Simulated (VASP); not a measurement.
# SnO2 (Fd-3m) in VASP: further runs, part 2 of 2

VASP 6.6.1. Earlier steps stand in the parts before.

## (5) Single point, PBE

INCAR reads:

```
SYSTEM = SnO2
ALGO = Normal
EDIFF = 1E-6
ENCUT = 520
GGA = PE
ISIF = 2
ISMEAR = 0
LASPH = .TRUE.
LCHARG = .FALSE.
LREAL = .FALSE.
LWAVE = .FALSE.
NBANDS = 35
NELM = 80
PREC = Accurate
SIGMA = 0.1
```

KPOINTS reads:

```
k-points
0
G
  10 10 10
  0 0 0
```

POSCAR reads:

```
SnO2
1.0
    0.0000000000      3.3821943921      3.3821943921
    3.3821943921      0.0000000000      3.3821943921
    3.3821943921      3.3821943921      0.0000000000
Sn O
2 4
Direct
    0.5000000000      0.5000000000      0.5000000000
    0.7500000000      0.7500000000      0.7500000000
    0.1250000000      0.1250000000      0.1250000000
    0.6250000000      0.1250000000      0.1250000000
    0.1250000000      0.1250000000      0.6250000000
    0.1250000000      0.6250000000      0.1250000000
```

Potentials or basis: VASP PAW PBE potentials, release 64 (Sn_d, O).

The run is started by

```bash
cat potpaw_PBE.64/Sn_d/POTCAR potpaw_PBE.64/O/POTCAR > POTCAR
mpirun -np 1 vasp_std > vasp.out
```

OUTCAR:

```text
SYSTEM = SnO2
   EDIFF = 1E-6
   ENCUT = 520
   GGA = PE
   ISIF = 2
   ISMEAR = 0
   LASPH = .TRUE.
   LREAL = .FALSE.
   NELM = 80
   PREC = Accurate

 ion  position               nearest neighbor table
   1  0.500  0.500  0.500-   6 2.80   4 2.80   3 2.80   5 2.80   5 2.80   5 2.80   3 2.80   4 2.80
                             6 2.80   4 2.80   3 2.80   6 2.80   2 2.93   2 2.93   2 2.93   2 2.93
   2  0.750  0.750  0.750-   5 2.80   3 2.80   4 2.80   6 2.80   4 2.80   6 2.80   3 2.80   6 2.80
                             5 2.80   3 2.80   5 2.80   4 2.80   1 2.93   1 2.93   1 2.93   1 2.93
   3  0.125  0.125  0.125-   2 2.80   1 2.80   2 2.80   2 2.80   1 2.80   1 2.80
[... 1124 lines left out ...]
  Total       -0.0803115     -0.0803115     -0.0803115      0.0000000      0.0000000      0.0000000
  in kB       -1.6628868     -1.6628868     -1.6628868      0.0000000      0.0000000      0.0000000
  external PRESSURE =      -1.6628868 kB  Pullay stress =       0.0000000 kB

 VOLUME and BASIS-vectors are now :
 -----------------------------------------------------------------------------
  energy-cutoff  :      520.00
  volume of cell :       77.38
      direct lattice vectors                 reciprocal lattice vectors
     0.000000000  3.382194392  3.382194392    -0.147833017  0.147833017  0.147833017
     3.382194392  0.000000000  3.382194392     0.147833017 -0.147833017  0.147833017
     3.382194392  3.382194392  0.000000000     0.147833017  0.147833017 -0.147833017

 POSITION                                       TOTAL-FORCE (eV/Angst)
 -----------------------------------------------------------------------------------
      3.38219      3.38219      3.38219        -0.000000     -0.000000     -0.000000
      5.07329      5.07329      5.07329        -0.000000     -0.000000      0.000000
      0.84555      0.84555      0.84555         0.000000      0.000000     -0.000000
      0.84555      2.53665      2.53665         0.000000      0.000000     -0.000000
      2.53665      2.53665      0.84555         0.000000      0.000000     -0.000000
      2.53665      0.84555      2.53665         0.000000      0.000000     -0.000000
 -----------------------------------------------------------------------------------
    total drift:                                0.000000      0.000000      0.000000

  FREE ENERGIE OF THE ION-ELECTRON SYSTEM (eV)
  ---------------------------------------------------
  free  energy   TOTEN  =       -23.6016932606 eV

  energy  without entropy=      -23.5857852861  energy(sigma->0) =      -23.59373927
```

OSZICAR:

```text
N       E                     dE             d eps       ncg     rms          rms(c)
DAV:   1     0.608688793776E+03    0.60869E+03   -0.25641E+04  3582   0.230E+03
DAV:   2     0.655970970105E+02   -0.54309E+03   -0.51483E+03  3629   0.599E+02
DAV:   3    -0.217314870205E+02   -0.87329E+02   -0.84114E+02  3633   0.194E+02
DAV:   4    -0.266065984613E+02   -0.48751E+01   -0.47621E+01  3629   0.487E+01
DAV:   5    -0.267322338626E+02   -0.12564E+00   -0.12550E+00  3546   0.846E+00    0.101E+01
DAV:   6    -0.237994934873E+02    0.29327E+01   -0.12530E+01  5157   0.371E+01    0.485E+00
DAV:   7    -0.236642181530E+02    0.13528E+00   -0.11250E+00  3478   0.586E+00    0.230E+00
DAV:   8    -0.236048936661E+02    0.59324E-01   -0.24595E-01  3530   0.309E+00    0.425E-01
DAV:   9    -0.236012657841E+02    0.36279E-02   -0.15735E-02  4416   0.786E-01    0.139E-01
DAV:  10    -0.236017539863E+02   -0.48820E-03   -0.25915E-03  3649   0.371E-01    0.803E-02
DAV:  11    -0.236016952136E+02    0.58773E-04   -0.13287E-04  3738   0.769E-02    0.293E-02
DAV:  12    -0.236016928053E+02    0.24083E-05   -0.24198E-05  4611   0.354E-02    0.854E-03
DAV:  13    -0.236016932606E+02   -0.45530E-06   -0.62234E-07  1990   0.643E-03
   1 F= -.23601693E+02 E0= -.23593739E+02  d E =-.159080E-01
```

It took 3.2 min on 1 thread of AMD EPYC 7R13, shared host; peak memory 0.23 GiB.

Results:

```yaml
Free_energy: -23.6017 eV
Pressure: -0.2 GPa
Band_gap_on_the_k_mesh: zero (bands 26 and 27 overlap by 0.44 eV)
```

Caveat: semilocal functionals underestimate gaps, so a narrow gap can read as zero; spin-orbit coupling is left out, which moves the levels of the heavy elements.

## (6) Relaxation of cell and atoms, PBE

INCAR reads:

```
SYSTEM = SnO2
  PREC = Accurate
  ENCUT = 600
  EDIFF = 1E-7
  ISMEAR = 0
  SIGMA = 0.1
  LREAL = .False.
  LASPH = .True.
  NELM = 60
  ALGO = Normal
  ISIF = 3
  LWAVE = .False.
  LCHARG = .False.
  GGA = PE
  IBRION = 2
  NSW = 100
  EDIFFG = -0.01
```

KPOINTS reads:

```
Automatic mesh
0
Gamma
  10 10 10
  0 0 0
```

POSCAR is that of step 5.

Potentials or basis: VASP PAW PBE potentials, release 64 (Sn_d, O).

The run is started by

```bash
cat potpaw_PBE.64/Sn_d/POTCAR potpaw_PBE.64/O/POTCAR > POTCAR
mpirun -np 1 vasp_std > vasp.out
```

It took 5.7 min on 1 thread of Intel Xeon Platinum 8259CL at 2.50GHz (Skylake/Cascade Lake), shared host; peak memory 0.32 GiB.

It converged, with:

| Property | Result |
| --- | --- |
| Free energy | -23.6050 eV |
| Relaxed volume | 12.86 Å³/atom |
| Relaxed cell | a = 4.779 Å, b = 4.779 Å, c = 4.779 Å, α = 60.00°, β = 60.00°, γ = 60.00° |
| Space group after relaxing (to 0.1 Å) | Fd-3m (No. 227) |
| Energy gained by relaxing | 0.0 meV/atom |
| Ionic steps | 2 |
| Pressure after relaxing | 0.0 GPa |
| Band gap on the k mesh | zero (bands 26 and 27 overlap by 0.44 eV) |

The path:
```
step  energy change (eV)  largest force (eV/Å)  pressure (GPa)  volume (Å³)
   1              0.0000                0.0000           -0.24        77.38
   2             -0.0001                0.0000            0.04        77.16
```

Final structure:
```xyz
6
Lattice="0.0000 3.3791 3.3791 3.3791 0.0000 3.3791 3.3791 3.3791 0.0000" Properties=species:S:1:pos:R:3 pbc="T T T"
Sn    3.3791    3.3791    3.3791
Sn    5.0686    5.0686    5.0686
O     0.8448    0.8448    0.8448
O     0.8448    2.5343    2.5343
O     2.5343    2.5343    0.8448
O     2.5343    0.8448    2.5343
```

Levels at points of the mesh, in eV from the Fermi level:
```csv
k point,band 22,band 23,band 24,band 25,band 26,band 27,band 28,band 29,band 30,band 31
"(0.00, 0.00, 0.00)",-0.97,-0.15,-0.15,-0.15,0.26,0.26,0.26,0.54,0.54,0.54
"(0.50, 0.00, 0.00)",-1.87,-1.87,-1.62,-0.67,-0.12,0.49,0.49,2.32,2.37,2.37
"(0.50, 0.50, 0.00)",-1.79,-1.68,-1.68,-0.67,-0.67,0.41,0.41,2.36,2.36,4.66
```

Caveat: semilocal functionals underestimate gaps, so a narrow gap can read as zero; spin-orbit coupling is left out, which moves the levels of the heavy elements.

## (7) Overview

```tsv
task	cell	k mesh	cutoff (eV)	gap on the mesh (eV)	pressure (GPa)	relaxed volume (Å³/atom)
single point	a = 4.783 Å, angles 60.0°, 6 atoms	4 × 4 × 4	520	none	0.0	-
single point	a = 4.696 Å, angles 60.0°, 6 atoms	6 × 6 × 6	520	none	6.2	-
relaxation of cell and atoms	relaxed from a = 4.696 Å, angles 60.0°, 6 atoms	4 × 4 × 4	600	none	0.0	12.90
single point	a = 4.783 Å, angles 60.0°, 6 atoms	10 × 10 × 10	520	none	-0.2	-
relaxation of cell and atoms	relaxed from a = 4.783 Å, angles 60.0°, 6 atoms	10 × 10 × 10	600	none	0.0	12.86
```

Alike in all rows: level PBE; potentials or basis VASP PAW PBE potentials, release 64 (Sn_d, O); no spin polarisation; smearing gaussian 0.1 eV.

Caveats: some runs use coarse meshes; semilocal functionals underestimate gaps, so a narrow gap can read as zero; spin-orbit coupling is left out, which moves the levels of the heavy elements; the cell stands under pressure (at least some runs).

Total energies depend on the potentials used, so only differences within one code and one set of settings carry meaning.
